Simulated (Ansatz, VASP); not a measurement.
# Two plane-wave programs on As

```
CELL_PARAMETERS angstrom
3.57134 0.00000 0.00000
-1.78567 3.09287 0.00000
0.00000 0.00000 20.29528
ATOMIC_POSITIONS crystal
As 0.33333 0.66667 0.29059
As 0.66667 0.33333 0.22173
As 0.83333 0.33333 0.52895
As 0.50000 0.66667 0.46009
```

Alike in both runs: task single point; functional PBE; dispersion D3(BJ); k mesh 9 × 9 × 1; occupations gaussian, width 0.05 eV; no spin polarisation.

|  | VASP | Ansatz |
| --- | --- | --- |
| version | VASP 6.6.1 | Ansatz 0.2.0 |
| potentials or method | VASP PAW PBE potentials, release 64 (As), cutoff 520 eV | scalar-relativistic, plane waves, PAW |
| valence electrons in the cell | 20 | 60 |

VASP gave:

| Quantity | Value |
| --- | --- |
| gap on the k mesh at the Fermi level (eV) | 0.97 |
| least direct gap on the mesh (eV) | 1.49 |
| rms of the force components (eV/Å) | 0.054 |

**Question.** What did Ansatz give for the same quantities?

**Answer.** gap on the k mesh at the Fermi level (eV): 0.99; least direct gap on the mesh (eV): 1.51; rms of the force components (eV/Å): 0.050.

Atom by atom the forces differ by 0.053 eV/Å (rms over components). VASP's potentials hold 20 valence electrons a cell and Ansatz's 60, so a difference there can come from the potentials and not from the codes.
